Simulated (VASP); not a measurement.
Runs of VASP 6.6.1 on In. The structure is that of space group Im-3m (No. 229), or close to it. The cells are those of the table. 

```csv
cell,gap on the mesh (eV),pressure (GPa)
"a = 3.261 Å, angles 109.5°, 1 atom",none,1.9
"a = 3.304 Å, angles 109.5°, 1 atom",none,0.3
"a = 3.171 Å, angles 109.5°, 1 atom",none,(a)
"a = 3.386 Å, angles 109.5°, 1 atom",none,-1.9
```

Alike in all rows: task single point; level PBE; potentials or basis VASP PAW PBE potentials, release 64 (In_d); no spin polarisation; k mesh 9 × 9 × 9; cutoff (eV) 520; smearing fermi-dirac 0.05 eV.

**Question.** Fill in the values left out.

**Answer.** (a) 6.0.

Caveats: spin-orbit coupling is left out, which moves the levels of the heavy elements.

A k mesh can miss the band edges, and the runs leave out spin-orbit coupling on In.

A gap of «none» marks levels without a gap at the run's occupations.
